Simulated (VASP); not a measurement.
# Co (P6_3/mmc) in VASP: a series of runs

The runs below take Co through single point, with LDA.

Everything below comes from runs of VASP 6.6.1. Logs are shortened: lines on timing, memory, paths and dates and some standing lists are left out, and cuts for length are marked.

### 1 The cell of the first run

Symmetry: P6_3/mmc, No. 194, hexagonal system. The conventional cell has a = 2.492 Å, b = 2.492 Å, c = 4.054 Å, α = 90.00°, β = 90.00°, γ = 120.00°. Co (site symmetry -6m2) has 12 Co at 2.49 Å within 3.3 Å.

### 2 Single point, LDA, collinear spin, ferromagnetic start (10.91 Å³/atom)

Input file INCAR:

```
SYSTEM = Co
PREC = Accurate ; ENCUT = 520
EDIFF = 1E-7 ; ISMEAR = -1
SIGMA = 0.03 ; LREAL = .False.
LASPH = .True. ; NELM = 150
ALGO = Normal ; ISIF = 2
LWAVE = .False. ; LCHARG = .False.
ISPIN = 2 ; MAGMOM = 2 2
LORBIT = 11 ; LMAXMIX = 4
NBANDS = 20
```

Input file KPOINTS:

```
Automatic mesh
0
Gamma
  17 17 9
  0 0 0
```

Input file POSCAR:

```
Co
1.0
    2.4924305810      0.0000000000      0.0000000000
   -1.2462152905      2.1585082003      0.0000000000
    0.0000000000      0.0000000000      4.0543781828
Co
2
Direct
    0.3333333333      0.6666666667      0.2500000000
    0.6666666667      0.3333333333      0.7500000000
```

Potentials or basis: VASP PAW LDA potentials, release 64 (Co).

Launch:

```bash
> cat potpaw_LDA.64/Co/POTCAR > POTCAR
> mpirun -np 1 vasp_std > vasp.out
```

OUTCAR:

```text
SYSTEM = Co
   PREC = Accurate
   ENCUT = 520
   EDIFF = 1E-7
   ISMEAR = -1
   LREAL = .False.
   LASPH = .True.
   NELM = 150
   ISIF = 2
   ISPIN = 2
   LORBIT = 11

 ion  position               nearest neighbor table
   1  0.333  0.667  0.250-   2 2.49   2 2.49   2 2.49   2 2.49   2 2.49   2 2.49
   2  0.667  0.333  0.750-   1 2.49   1 2.49   1 2.49   1 2.49   1 2.49   1 2.49

  LATTYP: Found a hexagonal cell.
 ALAT       =     2.4924305810
 C/A-ratio  =     1.6266764714

  Lattice vectors:

 A1 = (   2.4924305810,   0.0000000000,   0.0000000000)
 A2 = (  -1.2462152905,   2.1585082003,   0.0000000000)
 A3 = (   0.0000000000,   0.0000000000,   4.0543781828)

Analysis of symmetry for initial positions (statically):
=====================================================================
 Subroutine PRICEL returns:
 Original cell was already a primitive cell.

 Routine SETGRP: Setting up the symmetry group for a
 hexagonal supercell.

 Subroutine GETGRP returns: Found 24 space group operations
 (whereof 12 operations were pure point group operations)
 out of a pool of 24 trial point group operations.

The static configuration has the point symmetry D_3d.
 The point group associated with its full space group is D_6h.

Analysis of symmetry for dynamics (positions and initial velocities):
=====================================================================
 Subroutine PRICEL returns:
 Original cell was already a primitive cell.

 Routine SETGRP: Setting up the symmetry group for a
 hexagonal supercell.

 Subroutine GETGRP returns: Found 24 space group operations
 (whereof 12 operations were pure point group operations)
 out of a pool of 24 trial point group operations.

The dynamic configuration has the point symmetry D_3d.
 The point group associated with its full space group is D_6h.

Analysis of structural, dynamic, and magnetic symmetry:
=====================================================================
 Subroutine PRICEL returns:
 Original cell was already a primitive cell.

 Routine SETGRP: Setting up the symmetry group for a
 hexagonal supercell.

 Subroutine GETGRP returns: Found 24 space group operations
 (whereof 12 operations were pure point group operations)
 out of a pool of 24 trial point group operations.

The overall configuration has the point symmetry D_3d.
 The point group associated with its full space group is D_6h.

 Subroutine INISYM returns: Found 24 space group operations
 (whereof 12 operations are pure point group operations),
[... 117 lines left out ...]
  volume/ion in A,a.u.               =      10.91        73.60
  Fermi-wavevector in a.u.,A,eV,Ry     =   1.535555  2.901778 32.081566  2.357929
  Thomas-Fermi vector in A             =   2.642327
   LORBIT       =     11    0 simple, 1 ext, 2 COOP (PROOUT), +10 PAW based schemes
   GGA     = CA    functional components
   LHFCALC =     F    Hartree Fock is set to
   AEXX    =    0.0000 exact exchange contribution
   IVDW    =     0    specifies the selected vdW correction
   LEPSILON=     F    determine dielectric tensor
   LRPA    =     F    only Hartree local field effects (RPA)
 spin polarized calculation
  energy-cutoff  :      520.00
  volume of cell :       21.81
 maximum number of plane-waves:       600
 NGX is ok and might be reduce to    20
   NGX =  9   NGY =  9   NGZ = 15

 number of electron      18.0000001 magnetization       3.1297451

 Free energy of the ion-electron system (eV)
  ---------------------------------------------------
  ext. energy  EPLUGINS =         0.00000000
  ---------------------------------------------------
  free energy    TOTEN  =       -16.12601395 eV

  energy without entropy =      -16.12054971  energy(sigma->0) =      -16.12328183

 E-fermi :   9.8120     XC(G=0): -13.7076

 val. band max:        9.7971313673   @ k =   0.2353   0.0588   0.3333
 cond. band min:       9.8143447291   @ k =   0.2353   0.0588   0.1111
 fundamental gap:      0.0172133618
 Fermi energy:         9.8119652779

 spin component 1

 k-point     1 :       0.0000    0.0000    0.0000
  band No.  band energies     occupation
      1       0.9549      1.00000
      2       4.7918      1.00000
      3       7.3371      1.00000
      4       7.3989      1.00000
      5       7.3989      1.00000
      6       7.7067      1.00000
[... 541 lines left out ...]
     19      31.9900      0.00000
     20      37.5835      0.00000

 [... further k-points ...]

 spin component 2

 k-point     1 :       0.0000    0.0000    0.0000
  band No.  band energies     occupation
      1       1.1323      1.00000
      2       5.6912      1.00000
      3       8.7717      1.00000
      4       8.8318      1.00000
      5       8.8318      1.00000
      6       9.1827      1.00000
[... 541 lines left out ...]
     19      32.3919      0.00000
     20      37.9407      0.00000

 [... further k-points ...]

------------------------ aborting loop because EDIFF is reached ----------------------------------------

  FORCE on cell =-STRESS in cart. coord.  units (eV):
  Direction    XX          YY          ZZ          XY          YZ          ZX
  --------------------------------------------------------------------------------------
  -------------------------------------------------------------------------------------
  Total       -2.5615947     -2.5615947     -2.8996731     -0.0000000      0.0000000      0.0000000
  in kB     -188.1568190   -188.1568190   -212.9896964     -0.0000000      0.0000000      0.0000000
  external PRESSURE =    -196.4344448 kB  Pullay stress =       0.0000000 kB

 VOLUME and BASIS-vectors are now :
 -----------------------------------------------------------------------------
  energy-cutoff  :      520.00
  volume of cell :       21.81
      direct lattice vectors                 reciprocal lattice vectors
     2.492430581  0.000000000  0.000000000     0.401214785  0.231641464  0.000000000
    -1.246215290  2.158508200  0.000000000     0.000000000  0.463282928  0.000000000
     0.000000000  0.000000000  4.054378183     0.000000000  0.000000000  0.246646947

 POSITION                                       TOTAL-FORCE (eV/Angst)
 -----------------------------------------------------------------------------------
     -0.00000      1.43901      1.01359         0.000000      0.000000      0.000000
      1.24622      0.71950      3.04078        -0.000000     -0.000000      0.000000
 -----------------------------------------------------------------------------------
    total drift:                               -0.000000     -0.000000     -0.000000

  FREE ENERGIE OF THE ION-ELECTRON SYSTEM (eV)
  ---------------------------------------------------
  free  energy   TOTEN  =       -16.1260139488 eV

  energy  without entropy=      -16.1205497076  energy(sigma->0) =      -16.12328183

 total charge

# of ion       s       p       d       tot
------------------------------------------
    1        0.486   0.511   7.275   8.272
    2        0.486   0.511   7.275   8.272
--------------------------------------------------
tot          0.972   1.022  14.550  16.544

 magnetization (x)

# of ion       s       p       d       tot
------------------------------------------
    1       -0.013  -0.038   1.620   1.569
    2       -0.013  -0.038   1.620   1.569
--------------------------------------------------
tot         -0.025  -0.076   3.239   3.138
```

OSZICAR:

```text
N       E                     dE             d eps       ncg     rms          rms(c)
DAV:   1     0.848285012236E+02    0.84829E+02   -0.82552E+03 13940   0.124E+03
DAV:   2    -0.136408129756E+02   -0.98469E+02   -0.88570E+02 13388   0.217E+02
DAV:   3    -0.184250412504E+02   -0.47842E+01   -0.45651E+01 14984   0.580E+01
DAV:   4    -0.184972820618E+02   -0.72241E-01   -0.72179E-01 16064   0.634E+00
DAV:   5    -0.184994795993E+02   -0.21975E-02   -0.21974E-02 15416   0.106E+00    0.152E+01
DAV:   6    -0.166777112780E+02    0.18218E+01   -0.83652E+00 15020   0.601E+01    0.781E+00
DAV:   7    -0.161662359252E+02    0.51148E+00   -0.14363E+00 15088   0.228E+01    0.375E+00
DAV:   8    -0.161425441461E+02    0.23692E-01   -0.13277E-02 19352   0.104E+00    0.163E+00
DAV:   9    -0.161275388832E+02    0.15005E-01   -0.20694E-03 22780   0.800E-01    0.452E-01
DAV:  10    -0.161262266549E+02    0.13122E-02   -0.30470E-04 17472   0.189E-01    0.144E-01
DAV:  11    -0.161260311459E+02    0.19551E-03   -0.40014E-05 19592   0.836E-02    0.336E-02
DAV:  12    -0.161260193256E+02    0.11820E-04   -0.33986E-06 18872   0.162E-02    0.207E-02
DAV:  13    -0.161260139790E+02    0.53466E-05   -0.18439E-06 21252   0.171E-02    0.766E-03
DAV:  14    -0.161260139488E+02    0.30190E-07   -0.15613E-07 12676   0.443E-03
   1 F= -.16126014E+02 E0= -.16123282E+02  d E =-.546424E-02  mag=     3.1298
```

stdout:

```text
POSCAR found type information on POSCAR Co
 POSCAR found :  1 types and       2 ions
 scaLAPACK will be used
 LDA part: xc-table for (Slater(with rela. corr.)+CA(PZ))
 , standard interpolation
 POSCAR, INCAR and KPOINTS ok, starting setup
 FFT: planning ... GRIDC
 FFT: planning ... GRID_SOFT
 FFT: planning ... GRID
 WAVECAR not read
 entering main loop
```

Run time: 4 min. Hardware: 1 thread of Intel Xeon 8259CL, shared host; peak memory 0.21 GiB.

What came out:

```
Free energy                                           : -16.1260 eV
Pressure                                              : -19.6 GPa
Net moment                                            : 3.13 μB per cell
Site moments                                          : Co +1.57 μB
Valence electrons inside the program's atomic spheres : Co 8.27
```

Stress tensor (GPa, compression positive):
```
-18.82   0.00   0.00
  0.00 -18.82   0.00
  0.00   0.00 -21.30
```

Levels at points of the mesh, in eV from the Fermi level:
Spin up:
```csv
k point,band 7,band 8,band 9,band 10,band 11,band 12,band 13,band 14,band 15,band 16
"(0.00, 0.00, 0.00)",-2.11,-1.73,-1.73,-0.64,-0.64,-0.12,6.32,22.03,24.50,24.50
```
Spin down:
```tsv
k point	band 5	band 6	band 7	band 8	band 9	band 10
(0.00, 0.00, 0.00)	-0.98	-0.63	-0.63	-0.19	-0.19	0.04
```

Caveat: the cell stands under tension.

### 3 Single point, LDA, collinear spin, ferromagnetic start (11.17 Å³/atom)

This run uses another cell than the first one, of 11.17 Å³/atom.

Input file INCAR:

```
PREC = Accurate
ENCUT = 520
EDIFF = 1E-7
ISMEAR = -1
SIGMA = 0.03
LREAL = False
LASPH = True
NELM = 150
ALGO = Normal
ISIF = 2
LWAVE = False
LCHARG = False
ISPIN = 2
MAGMOM = 2 2
LORBIT = 11
LMAXMIX = 4
NBANDS = 20
```

Input file KPOINTS:

```
regular mesh
0
Gamma
  17 17 9
```

Input file POSCAR:

```
Co
1.0
    2.5125316956      0.0000000000      0.0000000000
   -1.2562658478      2.1759162762      0.0000000000
    0.0000000000      0.0000000000      4.0870761931
Co
2
Direct
    0.3333333333      0.6666666667      0.2500000000
    0.6666666667      0.3333333333      0.7500000000
```

Potentials or basis: VASP PAW LDA potentials, release 64 (Co).

Launch:

```bash
> cat potpaw_LDA.64/Co/POTCAR > POTCAR
> mpirun -np 1 vasp_std > vasp.out
```

Wall time 4.2 min (1 thread of Intel Xeon 8259CL, shared host); peak memory 0.21 GiB.

The run converged. Its results:

```yaml
Free_energy: -16.0543 eV
Pressure: -23.5 GPa
Net_moment: 3.17 μB per cell
Site_moments: Co +1.59 μB
Valence_electrons_inside_the_program's_atomic_spheres: Co 8.23
```

Stress tensor (GPa, compression positive):
```
-22.64   0.00   0.00
  0.00 -22.64   0.00
  0.00   0.00 -25.14
```

Levels at points of the mesh, in eV from the Fermi level:
Spin up:
```
           k point  band 8  band 9  band 10  band 11  band 12  band 13  band 14  band 15
(0.00, 0.00, 0.00)   -1.72   -1.72    -0.67    -0.67    -0.10     6.11    21.83    24.06
```
Spin down:
| k point | band 4 | band 5 | band 6 | band 7 | band 8 | band 9 | band 10 | band 11 |
| --- | --- | --- | --- | --- | --- | --- | --- | --- |
| (0.00, 0.00, 0.00) | -0.93 | -0.93 | -0.59 | -0.59 | -0.17 | -0.17 | 0.05 | 0.98 |

Caveat: the cell stands under tension.
